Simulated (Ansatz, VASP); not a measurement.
**Pd: VASP beside Ansatz**

```
CELL_PARAMETERS angstrom
0.00000 1.95585 1.95585
1.95585 0.00000 1.95585
1.95585 1.95585 0.00000
ATOMIC_POSITIONS crystal
Pd 0.00000 0.00000 0.00000
```

Alike in both runs: task single point; functional r2SCAN; k mesh 23 × 23 × 23; occupations fermi-dirac, width 0.1 eV; no spin polarisation.

|  | VASP | Ansatz |
| --- | --- | --- |
| version | VASP 6.6.1 | Ansatz 0.2.0 |
| potentials or method | VASP PAW PBE potentials, release 64 (Pd), cutoff 520 eV | plane waves (500 eV) with PAW, scalar-relativistic |
| valence electrons in the cell | 10 | 18 |

```tsv
	VASP	Ansatz	Ansatz less VASP
pressure (GPa)	0.5	-0.2	-0.66
```

VASP's potentials were made for PBE, not for r2SCAN. With one functional, cell and mesh, what is left measures potentials, basis and numerics. VASP's potentials hold 10 valence electrons a cell and Ansatz's 18, so a difference there can come from the potentials and not from the codes.
